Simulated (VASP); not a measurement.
The system is ZnF2.

```
Zn F
1.0
     4.70400    0.00000    0.00000
     0.00000    4.70400    0.00000
     0.00000    0.00000    3.13400
Zn F
2 4
Direct
  0.00000 0.00000 0.00000
  0.50000 0.50000 0.50000
  0.30300 0.30300 0.00000
  0.69700 0.69700 0.00000
  0.19700 0.80300 0.50000
  0.80300 0.19700 0.50000
```

* Program: VASP 6.6.1
* Task: relaxation of cell and atoms
* Functional: PBE
* Potentials or basis: VASP PAW PBE potentials, release 64 (Zn, F)
* Cutoff: 600 eV
* k mesh: 6 × 6 × 9
* Occupations: gaussian, width 0.01 eV
* Spin: no spin polarisation

At the start: pressure 6.5 GPa; volume 11.56 Å³/atom.

Question: Where does the relaxation end?

Answer: Over 23 steps the energy falls by 12.8 meV/atom and the volume is 12.24 Å³/atom (+5.9 %); space group P4_2/mnm (No. 136, to 0.1 Å) before and after.

Step by step:
| step | energy change (eV) | largest force (eV/Å) | pressure (GPa) | volume (Å³) |
| --- | --- | --- | --- | --- |
| 1 | 0.0000 | 0.0234 | 6.48 | 69.35 |
| 2 | -0.0717 | 0.0783 | -1.19 | 74.15 |
| 3 | -0.0752 | 0.0621 | 0.05 | 73.24 |
| 4 | -0.0752 | 0.0636 | -0.07 | 73.32 |
| 5 | -0.0761 | 0.0441 | -0.04 | 73.37 |
| 6 | -0.0770 | 0.0038 | -0.05 | 73.49 |
| 7 | -0.0770 | 0.0032 | -0.09 | 73.49 |
| 8 | -0.0767 | 0.0202 | -0.10 | 73.43 |
| 9 | -0.0770 | 0.0019 | -0.04 | 73.49 |
| 10 | -0.0770 | 0.0017 | 0.00 | 73.44 |
| 11 | -0.0770 | 0.0012 | 0.01 | 73.43 |
| 12 | -0.0770 | 0.0014 | 0.00 | 73.42 |
| 13 | -0.0770 | 0.0011 | 0.03 | 73.40 |
| 14 | -0.0770 | 0.0012 | 0.04 | 73.41 |
| 15 | -0.0770 | 0.0014 | 0.04 | 73.42 |
| 16 | -0.0770 | 0.0015 | 0.01 | 73.42 |
| 17 | -0.0770 | 0.0005 | 0.02 | 73.43 |
| 18 | -0.0770 | 0.0024 | -0.05 | 73.46 |
| 19 | -0.0770 | 0.0005 | -0.03 | 73.44 |
| 20 | -0.0770 | 0.0002 | 0.01 | 73.44 |
| 21 | -0.0770 | 0.0004 | -0.02 | 73.44 |
| 22 | -0.0770 | 0.0002 | -0.01 | 73.44 |
| 23 | -0.0770 | 0.0001 | -0.01 | 73.43 |

Final structure:
```
Zn F
1.0
     4.80241    0.00000    0.00000
     0.00000    4.80241    0.00000
     0.00000    0.00000    3.18396
Zn F
2 4
Direct
  0.00000 0.00000 0.00000
  0.50000 0.50000 0.50000
  0.30425 0.30425 0.00000
  0.69575 0.69575 0.00000
  0.19575 0.80425 0.50000
  0.80425 0.19575 0.50000
```
